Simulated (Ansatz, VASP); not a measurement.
**KTaO3 in VASP and in Ansatz**

INCAR

```
SYSTEM = KTaO3
ALGO = Normal ; EDIFF = 1E-7
ENCUT = 520 ; GGA = PS
ISIF = 2 ; ISMEAR = 0
LASPH = .True. ; LCHARG = .False.
LREAL = .False. ; LWAVE = .False.
NBANDS = 27 ; NELM = 60
PREC = Accurate ; SIGMA = 0.05
```

Contents of KPOINTS:

```
k-points
0
Gamma
  8 8 8
  0 0 0
```

POSCAR

```
KTaO3
1.0
    3.5894700000      0.0000000000      0.0000000000
    0.0000000000      3.9883000000      0.0000000000
    0.0000000000      0.0000000000      3.9883000000
K Ta O
1 1 3
Direct
    0.5000000000      0.5000000000      0.5000000000
    0.0000000000      0.0000000000      0.0000000000
    0.5000000000      0.0000000000      0.0000000000
    0.0000000000      0.5000000000      0.0000000000
    0.0000000000      0.0000000000      0.5000000000
```

Input for Ansatz:

```yaml
crystal:
  lattice:
    - [3.58947, 0.0, 0.0]
    - [0.0, 3.9883, 0.0]
    - [0.0, 0.0, 3.9883]
  atoms:
    - { symbol: K, position: [0.5, 0.5, 0.5] }
    - { symbol: Ta, position: [0.0, 0.0, 0.0] }
    - { symbol: O, position: [0.5, 0.0, 0.0] }
    - { symbol: O, position: [0.0, 0.5, 0.0] }
    - { symbol: O, position: [0.0, 0.0, 0.5] }
basis:
  ecutwfc: 420
kpoints:
  mp_grid: { grid: [8, 8, 8] }
hamiltonian:
  xc: pbesol
scf:
  occupations: { method: gaussian, width: 0.05 }
output:
  forces: true
  stress: true
  eigenvalues: true
```

Change from the starting cell: strain -0.1000 x Voigt [1, 0, 0, 0, 0, 0], atoms carried along.

Alike in both runs: task single point; functional PBEsol; k mesh 8 × 8 × 8; occupations gaussian, width 0.05 eV; no spin polarisation.

|  | VASP | Ansatz |
| --- | --- | --- |
| version | VASP 6.6.1 | Ansatz 0.2.0 |
| potentials or method | VASP PAW PBE potentials, release 64 (K_sv, Ta_pv, O), cutoff 520 eV | scalar-relativistic, plane waves, PAW |
| valence electrons in the cell | 38 | 40 |

|  | VASP | Ansatz | Ansatz less VASP |
| --- | --- | --- | --- |
| gap on the k mesh at the Fermi level (eV) | 2.08 | 2.13 | +0.050 |
| least direct gap on the mesh (eV) | 2.39 | 2.45 | +0.055 |
| pressure (GPa) | 33.5 | 32.1 | -1.40 |
| traceless stress, the component that is largest in VASP (GPa) | 46.33 | 45.54 | -0.790 |

VASP's potentials were made for PBE, not for PBEsol. Both programs put the cell under a high pressure, so it lies far from rest at this level. The functional is the same, so the differences come from potentials, cutoffs and numerics. VASP's potentials hold 38 valence electrons a cell and Ansatz's 40, so a difference there can come from the potentials and not from the codes.

Neither program's run includes spin-orbit coupling.
